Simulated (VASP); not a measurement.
Set up this calculation in VASP 6.6.1, as the native input.

```
Task                   : single point
Functional             : LDA
Potentials or basis    : VASP PAW LDA potentials, release 64 (B, P)
Cutoff                 : 500 eV
k mesh                 : 6 × 6 × 6
Occupations            : gaussian, width 0.1 eV
Spin                   : no spin polarisation
Dipole correction      : no
Further INCAR settings : ALGO = Normal; EDIFF = 1e-06; NBANDS = 11
```

The structure of BP (lda) lies in POSCAR:

```
BP
1.0
    0.0000000000      2.2690000000      2.2690000000
    2.2690000000      0.0000000000      2.2690000000
    2.2690000000      2.2690000000      0.0000000000
B P
1 1
Direct
    0.0000000000      0.0000000000      0.0000000000
    0.2500000000      0.2500000000      0.2500000000
```

These files were run (other wordings do the same):

INCAR

```
PREC = Accurate
ENCUT = 500
EDIFF = 1E-6
ISMEAR = 0
SIGMA = 0.1
LREAL = F
LASPH = T
NELM = 120
ALGO = Normal
ISIF = 2
LWAVE = F
LCHARG = F
NBANDS = 11
GGA_COMPAT = F
```

KPOINTS

```
regular mesh
0
Gamma
  6 6 6
```

Potentials or basis: VASP PAW LDA potentials, release 64 (B, P).

Launch:

```sh
$ cat potpaw_LDA.64/B/POTCAR potpaw_LDA.64/P/POTCAR > POTCAR
$ mpirun -np 1 vasp_std > vasp.out
```

Results of the run:

```yaml
Pressure: -5.2 GPa
Band_gap_on_the_k_mesh: 1.30 eV, indirect (least direct gap 3.38 eV)
```

It took 4.2 s on 1 thread of Intel Xeon 8259CL (shared host), peak memory 0.12 GiB.
